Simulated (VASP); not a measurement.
# W (Im-3m) in VASP: notebook, part 2 of 2

VASP 6.6.1. Earlier steps stand in the parts before.

## 4. Vibrations by finite differences, r2SCAN

This run uses another cell than the first one, of 15.97 Å³/atom.

Contents of INCAR:

```
SYSTEM = W
PREC = Accurate
ENCUT = 520
EDIFF = 1E-8
ISMEAR = 0
SIGMA = 0.1
LREAL = .FALSE.
LASPH = .TRUE.
NELM = 100
ALGO = Normal
ISIF = 3
LWAVE = .FALSE.
LCHARG = .FALSE.
METAGGA = R2SCAN
LMIXTAU = .TRUE.
NBANDS = 13
IBRION = 6
NFREE = 2
POTIM = 0.015
NSW = 1
```

Contents of KPOINTS:

```
Automatic mesh
0
G
  18 18 18
  0 0 0
```

Contents of POSCAR:

```
W                                       
1.0
   -1.5862724354      1.5862724354      1.5862724354
    1.5862724354     -1.5862724354      1.5862724354
    1.5862724354      1.5862724354     -1.5862724354
  W             
     1
Direct
     0.0000000000000000    0.0000000000000000    0.0000000000000000
```

Potentials or basis: VASP PAW PBE potentials, release 64 (W_sv).

On the command line:

```bash
$ cat potpaw_PBE.64/W_sv/POTCAR > POTCAR
$ mpirun -np 1 vasp_std > vasp.out
```

OUTCAR:

```text
SYSTEM = W
   PREC = Accurate
   ENCUT = 520
   EDIFF = 1E-8
   ISMEAR = 0
   LREAL = .FALSE.
   LASPH = .TRUE.
   NELM = 100
   ISIF = 3
   METAGGA = R2SCAN
   IBRION = 6
   NFREE = 2
   POTIM = 0.015
   NSW = 1

 ion  position               nearest neighbor table
   1  0.000  0.000  0.000-

  LATTYP: Found a body centered cubic cell.
 ALAT       =     3.1725448708

  Lattice vectors:

 A1 = (  -1.5862724354,   1.5862724354,   1.5862724354)
 A2 = (   1.5862724354,  -1.5862724354,   1.5862724354)
 A3 = (   1.5862724354,   1.5862724354,  -1.5862724354)

Analysis of symmetry for initial positions (statically):
=====================================================================
 Subroutine PRICEL returns:
 Original cell was already a primitive cell.

 Routine SETGRP: Setting up the symmetry group for a
 body centered cubic supercell.

 Subroutine GETGRP returns: Found 48 space group operations
 (whereof 48 operations were pure point group operations)
 out of a pool of 48 trial point group operations.

The static configuration has the point symmetry O_h .

Analysis of symmetry for dynamics (positions and initial velocities):
=====================================================================
 Subroutine PRICEL returns:
 Original cell was already a primitive cell.

 Routine SETGRP: Setting up the symmetry group for a
 body centered cubic supercell.

 Subroutine GETGRP returns: Found 48 space group operations
 (whereof 48 operations were pure point group operations)
 out of a pool of 48 trial point group operations.

The dynamic configuration has the point symmetry O_h .

 Subroutine INISYM returns: Found 48 space group operations
 (whereof 48 operations are pure point group operations),
 and found     1 'primitive' translations

----------------------------------------------------------------------------------------

                                     Primitive cell

  volume of cell :      15.9659

  direct lattice vectors                    reciprocal lattice vectors
    -1.586272435  1.586272435  1.586272435     0.000000000  0.315204368  0.315204368
     1.586272435 -1.586272435  1.586272435     0.315204368  0.000000000  0.315204368
     1.586272435  1.586272435 -1.586272435     0.315204368  0.315204368  0.000000000

  length of vectors
     2.747504453  2.747504453  2.747504453     0.445766292  0.445766292  0.445766292

  position of ions in fractional coordinates (direct lattice)
     0.000000000  0.000000000  0.000000000

  ion indices of the primitive-cell ions
   primitive index   ion index
                 1           1

----------------------------------------------------------------------------------------

 KPOINTS: Automatic mesh

Automatic generation of k-mesh.
[... 290 lines left out ...]
--------------------------------------- Ionic step       15  -------------------------------------------

 number of electron      14.0000002 magnetization

 Free energy of the ion-electron system (eV)
  ---------------------------------------------------
  ext. energy  EPLUGINS =         0.00000000
  ---------------------------------------------------
  free energy    TOTEN  =       -51.34783052 eV

  energy without entropy =      -51.34419123  energy(sigma->0) =      -51.34601087

 E-fermi :  11.1795     XC(G=0): -14.9117

 val. band max:       11.1698621466   @ k =  -0.1667   0.1667   0.0556
 cond. band min:      11.1916007797   @ k =  -0.3889   0.3889   0.2778
 fundamental gap:      0.0217386332
 Fermi energy:        11.1795017343

 k-point     1 :       0.0000    0.0000    0.0000
  band No.  band energies     occupation
      1     -64.9308      2.00000
      2     -27.8024      2.00000
      3     -27.8024      2.00000
      4     -27.8024      2.00000
      5       1.0979      2.00000
      6       9.9181      2.00000
      7       9.9181      2.00000
      8       9.9181      2.00000
      9      13.7365      0.00000
     10      13.7365      0.00000
     11      26.4289      0.00000
     12      26.4289      0.00000
     13      26.4289      0.00000
[... 354 lines left out ...]
  band No.  band energies     occupation
      1     -64.7840      2.00000
      2     -29.0610      2.00000
      3     -28.2725      2.00000
      4     -27.8689      2.00000
      5       5.1223      2.00000
      6       7.6275      2.00000
      7      10.4624      2.00000
      8      13.4195      0.00000
      9      14.8099      0.00000
     10      17.7570      0.00000
     11      22.6007      0.00000
     12      24.3463      0.00000
     13      28.6717      0.00000

 [... further k-points ...]

------------------------ aborting loop because EDIFF is reached ----------------------------------------

  FORCE on cell =-STRESS in cart. coord.  units (eV):
  Direction    XX          YY          ZZ          XY          YZ          ZX
  --------------------------------------------------------------------------------------
  -------------------------------------------------------------------------------------
  Total       -0.0016459     -0.0016459     -0.0016459      0.0000000      0.0000000      0.0000000
  in kB       -0.1651626     -0.1651626     -0.1651626      0.0000000      0.0000000      0.0000000
  external PRESSURE =      -0.1651626 kB  Pullay stress =       0.0000000 kB
[... 16 lines left out ...]
  FREE ENERGIE OF THE ION-ELECTRON SYSTEM (eV)
  ---------------------------------------------------
  free  energy   TOTEN  =       -51.3478305240 eV

  energy  without entropy=      -51.3441912253  energy(sigma->0) =      -51.34601087

 INTERNAL STRAIN TENSORS FROM STRAINED CELLS
 ============================================

 INTERNAL STRAIN TENSOR FOR ION    1 for displacements in x,y,z  (eV/Angst):
          X           Y           Z          XY          YZ          ZX
  --------------------------------------------------------------------------------
  x     0.00000    -0.00000     0.00000    -0.00000     0.00000     0.00000
  y     0.00000    -0.00000     0.00000    -0.00000    -0.00000     0.00000
  z    -0.00000    -0.00000     0.00000     0.00000    -0.00000     0.00000

 INTERNAL STRAIN TENSORS FROM DISPLACED ATOMS
 ============================================

 INTERNAL STRAIN TENSOR FOR ION    1 for displacements in x,y,z  (eV/Angst):
          X           Y           Z          XY          YZ          ZX
  --------------------------------------------------------------------------------
  x     0.00000     0.00000     0.00000     0.00000     0.00000     0.00000
  y     0.00000     0.00000     0.00000     0.00000     0.00000     0.00000
  z     0.00000     0.00000     0.00000     0.00000     0.00000     0.00000

 Eigenvectors and eigenvalues of the dynamical matrix
 ----------------------------------------------------

   1 f/i=    0.000000 THz     0.000000 2PiTHz    0.000000 cm-1     0.000000 meV
             X         Y         Z           dx          dy          dz
      0.000000  0.000000  0.000000    -0.910212    0.414143    0.000000

   2 f/i=    0.000000 THz     0.000000 2PiTHz    0.000000 cm-1     0.000000 meV
             X         Y         Z           dx          dy          dz
      0.000000  0.000000  0.000000     0.000000    0.000000    1.000000

   3 f/i=    0.000000 THz     0.000000 2PiTHz    0.000000 cm-1     0.000000 meV
             X         Y         Z           dx          dy          dz
      0.000000  0.000000  0.000000    -0.414143   -0.910212    0.000000

--------------------------------------------------------------------------------------------------------

 ELASTIC MODULI CONTR FROM IONIC RELAXATION (kBar)
 Direction    XX          YY          ZZ          XY          YZ          ZX
 --------------------------------------------------------------------------------
 XX           0.0000      0.0000      0.0000      0.0000      0.0000      0.0000
 YY           0.0000      0.0000      0.0000      0.0000      0.0000      0.0000
 ZZ           0.0000      0.0000      0.0000      0.0000      0.0000      0.0000
 XY           0.0000      0.0000      0.0000      0.0000      0.0000      0.0000
 YZ           0.0000      0.0000      0.0000      0.0000      0.0000      0.0000
 ZX           0.0000      0.0000      0.0000      0.0000      0.0000      0.0000
 --------------------------------------------------------------------------------

 TOTAL ELASTIC MODULI (kBar)
 Direction    XX          YY          ZZ          XY          YZ          ZX
 --------------------------------------------------------------------------------
 XX        5079.0265   2231.5502   2231.5502      0.0000      0.0000      0.0000
 YY        2231.5502   5079.0265   2231.5502      0.0000      0.0000      0.0000
 ZZ        2231.5502   2231.5502   5079.0265      0.0000     -0.0000     -0.0000
 XY           0.0000      0.0000      0.0000   1374.3997      0.0000      0.0000
 YZ           0.0000      0.0000     -0.0000      0.0000   1374.3997      0.0000
 ZX           0.0000      0.0000     -0.0000      0.0000      0.0000   1374.3997
 --------------------------------------------------------------------------------
```

OSZICAR:

```text
N       E                     dE             d eps       ncg     rms          rms(c)
DAV:   1     0.450387989027E+02    0.45039E+02   -0.75956E+03  5075   0.126E+03
DAV:   2    -0.539535701053E+02   -0.98992E+02   -0.95159E+02  5733   0.324E+02
DAV:   3    -0.556216056610E+02   -0.16680E+01   -0.16610E+01  5525   0.411E+01
[... 12 lines left out ...]
DAV:   9    -0.513478308857E+02   -0.71448E-06   -0.12870E-08  4570   0.131E-03    0.249E-05
DAV:  10    -0.513478303827E+02    0.50295E-06   -0.27419E-09  2760   0.565E-04    0.212E-05
DAV:  11    -0.513478305495E+02   -0.16678E-06   -0.47443E-10  2540   0.248E-04    0.997E-06
DAV:  12    -0.513478305098E+02    0.39684E-07   -0.24145E-11  2535   0.585E-05    0.211E-06
DAV:  13    -0.513478305276E+02   -0.17803E-07   -0.79431E-12  2535   0.362E-05    0.667E-07
DAV:  14    -0.513478305240E+02    0.35745E-08   -0.79679E-13  2535   0.927E-06
  15 F= -.51347831E+02 E0= -.51346011E+02  d E =-.363930E-02
```

stdout:

```text
POSCAR found type information on POSCAR W
 POSCAR found :  1 types and       1 ions
 scaLAPACK will be used
 -----------------------------------------------------------------------------
|                                                                             |
|                                                                             |
|     You enforced a specific xc type in the INCAR file but a different       |
|     I HOPE YOU KNOW WHAT YOU ARE DOING!                                     |
|                                                                             |
 -----------------------------------------------------------------------------

 LDA part: xc-table for (None), standard interpolation
 POSCAR, INCAR and KPOINTS ok, starting setup
 FFT: planning ... GRIDC
 FFT: planning ... GRID_SOFT
 FFT: planning ... GRID
 WAVECAR not read
 entering main loop
 Found     1 degrees of freedom:
 Adding 6 more for cell shape distortion
 Finite differences POTIM= 0.01500 DOF=   7
 bond charge predicted
 Finite differences progress:
 bond charge predicted
 Finite differences progress:
 bond charge predicted
 Finite differences progress:
 bond charge predicted
 Finite differences progress:
 bond charge predicted
 Finite differences progress:
 bond charge predicted
 Finite differences progress:
 bond charge predicted
 Finite differences progress:
 bond charge predicted
 Finite differences progress:
 bond charge predicted
 Finite differences progress:
 bond charge predicted
 Finite differences progress:
 bond charge predicted
 Finite differences progress:
 bond charge predicted
 Finite differences progress:
 bond charge predicted
 Finite differences progress:
 bond charge predicted
 Finite differences progress:
```

It took 82 min on 1 thread of Intel Xeon Platinum 8488C (Sapphire Rapids), shared host; peak memory 0.65 GiB.

Results:

- Elastic constants C11, C12, C44: 508, 223, 137 GPa
- Voigt bulk modulus: 318 GPa

Elastic tensor in Voigt notation (GPa, in the Cartesian axes of the cell as first typed):
```
508 223 223   0   0   0
223 508 223   0   0   0
223 223 508   0   0   0
  0   0   0 137   0   0
  0   0   0   0 137   0
  0   0   0   0   0 137
```

Clamped-ion elastic tensor (GPa):
```
508 223 223   0   0   0
223 508 223   0   0   0
223 223 508   0   0   0
  0   0   0 137   0   0
  0   0   0   0 137   0
  0   0   0   0   0 137
```

Caveat: elastic constants of metals need much finer meshes, so these are rough; the PAW data sets were made with another functional, which shifts forces and pressure a little; spin-orbit coupling is left out, which moves the levels of the heavy elements.

## 5. Summary

```csv
task,cell,ions in elastic constants,gap on the mesh (eV),pressure (GPa)
relaxation of cell and atoms,"relaxed from a = 2.741 Å, angles 109.5°, 1 atom",-,none,0.0
relaxation of cell and atoms,"relaxed from a = 2.748 Å, angles 109.5°, 1 atom",-,none,0.0
vibrations by finite differences,"a = 2.748 Å, angles 109.5°, 1 atom",relaxed,-,-
```

Alike in all rows: level r2SCAN; potentials or basis VASP PAW PBE potentials, release 64 (W_sv); no spin polarisation; k mesh 18 × 18 × 18; cutoff (eV) 520; smearing gaussian 0.1 eV.

Caveats: the PAW data sets were made with another functional, which shifts forces and pressure a little; spin-orbit coupling is left out, which moves the levels of the heavy elements; the relaxation stopped at its first step, so nothing moved (at least some runs); elastic constants of metals need much finer meshes, so these are rough (at least some runs).

Absolute energies hang on the potentials; compare differences alone.
